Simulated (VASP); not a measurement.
# AlFe (Pm-3m) in VASP: further runs, part 2 of 2

VASP 6.6.1. The steps go on from the part before.

**3. Single point, PBE+D4, collinear spin, ferromagnetic start**

INCAR reads:

```
SYSTEM = AlFe
PREC     = Accurate       ! precision mode
ENCUT    = 520            ! plane-wave cutoff, eV
EDIFF    = 1E-6           ! SCF threshold, eV
ISMEAR   = 1              ! smearing method
SIGMA    = 0.1            ! smearing width, eV
LREAL    = .False.        ! projectors in reciprocal space
LASPH    = .True.         ! aspherical terms in the spheres
NELM     = 150            ! most SCF steps
ALGO     = Normal         ! electronic algorithm
ISIF     = 2              ! what is computed and relaxed
LWAVE    = .False.        ! write WAVECAR
LCHARG   = .False.        ! write CHGCAR
ISPIN    = 2              ! spin polarisation
MAGMOM   = 0 0 3.5 3.5    ! initial moments
LORBIT   = 11             ! projections on sites
LMAXMIX  = 4              ! l up to which the mixer works
GGA      = PE             ! functional
IVDW     = 13             ! dispersion correction
NBANDS   = 23             ! bands
```

KPOINTS reads:

```
regular mesh
0
Gamma
  10 5 10
  0 0 0
```

POSCAR reads:

```
AlFe
1.0
    2.9100000000      0.0000000000      0.0000000000
    0.0000000000      5.8200000000      0.0000000000
    0.0000000000      0.0000000000      2.9100000000
Al Fe
2 2
Direct
    0.0000000000      0.0000000000      0.0000000000
    0.0000000000      0.5000000000      0.0000000000
    0.5000000000      0.2500000000      0.5000000000
    0.5000000000      0.7500000000      0.5000000000
```

Potentials or basis: VASP PAW PBE potentials, release 64 (Al, Fe).

Run with:

```sh
$ cat potpaw_PBE.64/Al/POTCAR potpaw_PBE.64/Fe/POTCAR > POTCAR
$ mpirun -np 1 vasp_std > vasp.out
```

OUTCAR:

```text
SYSTEM = AlFe
   PREC = Accurate
   ENCUT = 520
   EDIFF = 1E-6
   ISMEAR = 1
   LREAL = .False.
   LASPH = .True.
   NELM = 150
   ISIF = 2
   ISPIN = 2
   LORBIT = 11
   GGA = PE
   IVDW = 13

 ion  position               nearest neighbor table
   1  0.000  0.000  0.000-   3 2.52   4 2.52   3 2.52   4 2.52   3 2.52   4 2.52   3 2.52   4 2.52
                             2 2.91   2 2.91
   2  0.000  0.500  0.000-   3 2.52   4 2.52   3 2.52   4 2.52   3 2.52   4 2.52   3 2.52   4 2.52
                             1 2.91   1 2.91
   3  0.500  0.250  0.500-   1 2.52   2 2.52   1 2.52   2 2.52   1 2.52   2 2.52   1 2.52   2 2.52
                             4 2.91   4 2.91
   4  0.500  0.750  0.500-   1 2.52   2 2.52   1 2.52   2 2.52   1 2.52   2 2.52   1 2.52   2 2.52
                             3 2.91   3 2.91

  LATTYP: Found a simple tetragonal cell.
 ALAT       =     2.9100000000
 C/A-ratio  =     2.0000000000

  Lattice vectors:

 A1 = (  -2.9100000000,   0.0000000000,   0.0000000000)
 A2 = (   0.0000000000,   0.0000000000,   2.9100000000)
 A3 = (   0.0000000000,   5.8200000000,   0.0000000000)

Analysis of symmetry for initial positions (statically):
=====================================================================
 Subroutine PRICEL returns following result:

  LATTYP: Found a simple cubic cell.
 ALAT       =     2.9100000000
[... 12 lines left out ...]
 Subroutine GETGRP returns: Found 16 space group operations
 (whereof 16 operations were pure point group operations)
 out of a pool of 16 trial point group operations.

The static configuration has the point symmetry D_4h.

Analysis of symmetry for dynamics (positions and initial velocities):
=====================================================================
 Subroutine PRICEL returns following result:

  LATTYP: Found a simple cubic cell.
 ALAT       =     2.9100000000
[... 12 lines left out ...]
 Subroutine GETGRP returns: Found 16 space group operations
 (whereof 16 operations were pure point group operations)
 out of a pool of 16 trial point group operations.

The dynamic configuration has the point symmetry D_4h.

Analysis of structural, dynamic, and magnetic symmetry:
=====================================================================
 Subroutine PRICEL returns following result:

  LATTYP: Found a simple cubic cell.
 ALAT       =     2.9100000000
[... 12 lines left out ...]
 Subroutine GETGRP returns: Found 16 space group operations
 (whereof 16 operations were pure point group operations)
 out of a pool of 16 trial point group operations.

The overall configuration has the point symmetry D_4h.

 Subroutine INISYM returns: Found 16 space group operations
 (whereof 16 operations are pure point group operations),
 and found     2 'primitive' translations

----------------------------------------------------------------------------------------

                                     Primitive cell

  volume of cell :      24.6422

  direct lattice vectors                    reciprocal lattice vectors
     2.910000000  0.000000000  0.000000000     0.343642612  0.000000000  0.000000000
     0.000000000  2.910000000  0.000000000     0.000000000  0.343642612  0.000000000
     0.000000000  0.000000000  2.910000000     0.000000000  0.000000000  0.343642612

  length of vectors
     2.910000000  2.910000000  2.910000000     0.343642612  0.343642612  0.343642612

  position of ions in fractional coordinates (direct lattice)
     0.000000000  0.000000000  0.000000000
     0.500000000  0.500000000  0.500000000
[... 80 lines left out ...]
   NSW    =      0    number of steps for IOM
   IBRION =     -1    ionic relax: 0-MD 1-quasi-New 2-CG
   NFREE  =      0    steps in history (QN), initial steepest desc. (CG)
   ISIF   =      2    stress and relaxation
   ISYM   =      2    0-nonsym 1-usesym 2-fastsym
   POTIM  = 0.5000    time-step for ionic-motion
   TEBEG  =    0.0;   TEEND  =   0.0 temperature during run
   PSTRESS=    0.0 pullay stress
   NELECT =      22.0000    total number of electrons
   NUPDOWN=      -1.0000    fix difference up-down
   EMIN   =  10.00;   EMAX   =-10.00  energy-range for DOS
   EFERMI =   0.00;   METHOD = LEGACY
   ISMEAR =     1;   SIGMA  =   0.10  broadening in eV -4-tet -1-fermi 0-gaus
   EFERMI_NEDOS =   21; number of points for ismear=-14 and -15
   IALGO  =     38    algorithm
   IMIX   =      4    mixing-type and parameters
     AMIX     =   0.40;   BMIX     =  1.00
     AMIX_MAG =   1.60;   BMIX_MAG =  1.00
  volume/ion in A,a.u.               =      12.32        83.15
  Fermi-wavevector in a.u.,A,eV,Ry     =   1.251160  2.364349 21.298567  1.565401
  Thomas-Fermi vector in A             =   2.385120
   LORBIT       =     11    0 simple, 1 ext, 2 COOP (PROOUT), +10 PAW based schemes
   GGA     = PE    functional components
   LHFCALC =     F    Hartree Fock is set to
   AEXX    =    0.0000 exact exchange contribution
   IVDW    =    13    specifies the selected vdW correction
   LEPSILON=     F    determine dielectric tensor
   LRPA    =     F    only Hartree local field effects (RPA)
 spin polarized calculation
 Methfessel and Paxton  Order N= 1 SIGMA  =   0.10
  energy-cutoff  :      520.00
  volume of cell :       49.28
 maximum number of plane-waves:      1373
 NGX is ok and might be reduce to    24
   NGX = 11   NGY = 21   NGZ = 11

 number of electron      21.9999988 magnetization       1.5335577

 Free energy of the ion-electron system (eV)
  ---------------------------------------------------
  ext. energy  EPLUGINS =         0.00000000
  ---------------------------------------------------
  free energy    TOTEN  =       -25.26618010 eV

  energy without entropy =      -25.26671692  energy(sigma->0) =      -25.26635904

 E-fermi :   7.6830     XC(G=0): -11.9712

 val. band max:        7.6765883905   @ k =   0.4000   0.4000   0.2000
 cond. band min:       7.6882256991   @ k =   0.4000   0.0000   0.4000
 fundamental gap:      0.0116373086
 Fermi energy:         7.6829648730

 spin component 1

 k-point     1 :       0.0000    0.0000    0.0000
  band No.  band energies     occupation
      1      -2.5588      1.00000
      2       1.5146      1.00000
      3       1.7598      1.00000
      4       5.2122      1.00000
      5       5.2122      1.00000
      6       5.7935      1.00000
[... 613 lines left out ...]
     22      19.2525      0.00000
     23      21.1150      0.00000

 [... further k-points ...]

 spin component 2

 k-point     1 :       0.0000    0.0000    0.0000
  band No.  band energies     occupation
      1      -2.5607      1.00000
      2       1.4692      1.00000
      3       1.8433      1.00000
      4       5.6673      1.00000
      5       5.6673      1.00000
      6       6.3259      1.00000
[... 613 lines left out ...]
     22      19.3414      0.00000
     23      21.1532      0.00000

 [... further k-points ...]

------------------------ aborting loop because EDIFF is reached ----------------------------------------

  DFT-D4 for vdW energy calculation

  Edisp (eV):   -1.55001

  FORCE on cell =-STRESS in cart. coord.  units (eV):
  Direction    XX          YY          ZZ          XY          YZ          ZX
  --------------------------------------------------------------------------------------
  -------------------------------------------------------------------------------------
  Total      -3.29696    -3.29696    -3.29696     0.00000     0.00000     0.00000
  in kB    -107.18034  -107.18034  -107.18034     0.00000     0.00000     0.00000
  external pressure =     -107.18 kB  Pullay stress =        0.00 kB

 VOLUME and BASIS-vectors are now :
 -----------------------------------------------------------------------------
  energy-cutoff  :      520.00
  volume of cell :       49.28
      direct lattice vectors                 reciprocal lattice vectors
     2.910000000  0.000000000  0.000000000     0.343642612  0.000000000  0.000000000
     0.000000000  5.820000000  0.000000000     0.000000000  0.171821306  0.000000000
     0.000000000  0.000000000  2.910000000     0.000000000  0.000000000  0.343642612

 POSITION                                       TOTAL-FORCE (eV/Angst)
 -----------------------------------------------------------------------------------
      0.00000      0.00000      0.00000         0.000000      0.000000      0.000000
      0.00000      2.91000      0.00000         0.000000      0.000000      0.000000
      1.45500      1.45500      1.45500        -0.000000      0.000000     -0.000000
      1.45500      4.36500      1.45500        -0.000000     -0.000000     -0.000000
 -----------------------------------------------------------------------------------
    total drift:                                0.000000     -0.000000     -0.000000

  FREE ENERGIE OF THE ION-ELECTRON SYSTEM (eV)
  ---------------------------------------------------
  free  energy   TOTEN  =       -26.8161876495 eV

  energy  without entropy=      -26.8167244700  energy(sigma->0) =      -26.81636659

 total charge

# of ion       s       p       d       tot
------------------------------------------
    1        0.395   0.420   0.000   0.816
    2        0.395   0.420   0.000   0.816
    3        0.417   0.474   6.452   7.343
    4        0.417   0.474   6.452   7.343
--------------------------------------------------
tot          1.624   1.788  12.904  16.316

 magnetization (x)

# of ion       s       p       d       tot
------------------------------------------
    1       -0.009  -0.019   0.000  -0.028
    2       -0.009  -0.019   0.000  -0.028
    3        0.001   0.008   0.810   0.818
    4        0.001   0.008   0.810   0.818
--------------------------------------------------
tot         -0.017  -0.022   1.621   1.581
```

Run time: 49 s. Hardware: 1 thread of Intel Xeon 6975P-C (Granite Rapids), shared host; peak memory 0.26 GiB.

Results:

* Free energy: -26.8162 eV
* Pressure: -10.7 GPa
* Net moment: 1.53 μB per cell
* Site moments: Al -0.03; Fe +0.82 μB
* Valence electrons inside the program's atomic spheres: Al 0.82; Fe 7.34
* Dispersion energy per atom: -0.388 eV

Levels at points of the mesh, in eV from the Fermi level:
Spin up:
| k point | band 9 | band 10 | band 11 | band 12 | band 13 | band 14 | band 15 | band 16 |
| --- | --- | --- | --- | --- | --- | --- | --- | --- |
| (0.00, 0.00, 0.00) | -0.46 | -0.46 | -0.46 | -0.35 | 0.72 | 6.10 | 6.10 | 6.10 |
| (0.50, 0.00, 0.00) | -1.36 | -1.13 | -1.13 | -0.35 | 0.30 | 0.72 | 3.00 | 3.71 |
| (0.50, 0.00, 0.50) | -1.13 | 0.30 | 0.34 | 0.34 | 2.88 | 2.88 | 2.88 | 3.00 |
Spin down:
| k point | band 6 | band 7 | band 8 | band 9 | band 10 | band 11 | band 12 | band 13 | band 14 | band 15 |
| --- | --- | --- | --- | --- | --- | --- | --- | --- | --- | --- |
| (0.00, 0.00, 0.00) | -1.36 | -0.59 | -0.59 | 0.42 | 0.42 | 0.42 | 0.55 | 1.34 | 6.12 | 6.12 |
| (0.50, 0.00, 0.00) | -2.13 | -1.36 | -0.59 | -0.59 | -0.32 | -0.32 | 0.55 | 0.96 | 1.34 | 3.41 |
| (0.50, 0.00, 0.50) | -2.13 | -2.13 | -0.32 | -0.32 | 0.96 | 1.00 | 1.00 | 2.95 | 2.95 | 2.95 |

Caveat: pairwise dispersion overbinds metals, which lowers pressure and volume.

**4. Single point, PBE+D4, collinear spin, antiferromagnetic start**

INCAR reads:

```
SYSTEM = AlFe
PREC     = Accurate       ! precision mode
ENCUT    = 520            ! plane-wave cutoff, eV
EDIFF    = 1E-7           ! SCF threshold, eV
ISMEAR   = 1              ! smearing method
SIGMA    = 0.1            ! smearing width, eV
LREAL    = .FALSE.        ! projectors in reciprocal space
LASPH    = .TRUE.         ! aspherical terms in the spheres
NELM     = 150            ! most SCF steps
ALGO     = Normal         ! electronic algorithm
ISIF     = 2              ! what is computed and relaxed
LWAVE    = .FALSE.        ! write WAVECAR
LCHARG   = .FALSE.        ! write CHGCAR
ISPIN    = 2              ! spin polarisation
MAGMOM   = 0 0 3.5 -3.5   ! initial moments
LORBIT   = 11             ! projections on sites
LMAXMIX  = 4              ! l up to which the mixer works
GGA      = PE             ! functional
IVDW     = 13             ! dispersion correction
NBANDS   = 23             ! bands
```

KPOINTS reads:

```
Automatic mesh
0
G
  10 5 10
  0 0 0
```

POSCAR is that of step 3.

Run with:

```sh
$ cat potpaw_PBE.64/Al/POTCAR potpaw_PBE.64/Fe/POTCAR > POTCAR
$ mpirun -np 1 vasp_std > vasp.out
```

It took 67 s on 1 thread of Intel Xeon 6975P-C (Granite Rapids), shared host; peak memory 0.26 GiB.

The run converged. Its results:

```yaml
Free_energy: -26.7630 eV
Pressure: -11.0 GPa
Band_gap_on_the_k_mesh: zero (filled and empty bands overlap)
Net_moment: 0.00 μB per cell
Site_moments: Al +0.00; Fe +0.67, -0.67 μB
Valence_electrons_inside_the_program's_atomic_spheres: Al 0.82; Fe 7.34
Dispersion_energy_per_atom: -0.388 eV
```

Stress tensor (GPa, compression positive):
```
-11.38   0.00   0.00
  0.00 -10.17   0.00
  0.00   0.00 -11.38
```

Levels at points of the mesh, in eV from the Fermi level:
Spin up:
```csv
k point,band 9,band 10,band 11,band 12,band 13,band 14
"(0.00, 0.00, 0.00)",-0.27,0.12,0.12,0.46,1.08,6.15
"(0.50, 0.00, 0.00)",-0.94,-0.81,-0.45,0.26,0.57,1.18
"(0.50, 0.00, 0.50)",-0.67,0.43,0.70,0.98,2.94,2.96
```
Spin down:
| k point | band 8 | band 9 | band 10 | band 11 | band 12 | band 13 | band 14 | band 15 |
| --- | --- | --- | --- | --- | --- | --- | --- | --- |
| (0.00, 0.00, 0.00) | -1.04 | -0.27 | 0.12 | 0.12 | 0.46 | 1.08 | 6.15 | 6.15 |
| (0.50, 0.00, 0.00) | -1.13 | -0.94 | -0.81 | -0.45 | 0.26 | 0.57 | 1.18 | 3.26 |
| (0.50, 0.00, 0.50) | -0.67 | -0.67 | 0.43 | 0.70 | 0.98 | 2.94 | 2.96 | 2.96 |

Caveat: pairwise dispersion overbinds metals, which lowers pressure and volume.

**5. The runs side by side**

| spin | gap on the mesh (eV) | pressure (GPa) | moment (μB) |
| --- | --- | --- | --- |
| off | none | -11.9 | - |
| collinear, ferromagnetic start | none | -10.7 | 1.53 |
| collinear, antiferromagnetic start | none | -11.0 | 0.00 |

Alike in all rows: task single point; level PBE+D4; potentials or basis VASP PAW PBE potentials, release 64 (Al, Fe); cell as given; k mesh 10 × 5 × 10; cutoff (eV) 520; smearing methfessel-paxton 0.1 eV.

Every run on the cell as given and a fine mesh finds a metal.

Caveats: pairwise dispersion overbinds metals, which lowers pressure and volume.

Absolute energies hang on the potentials; compare differences alone.
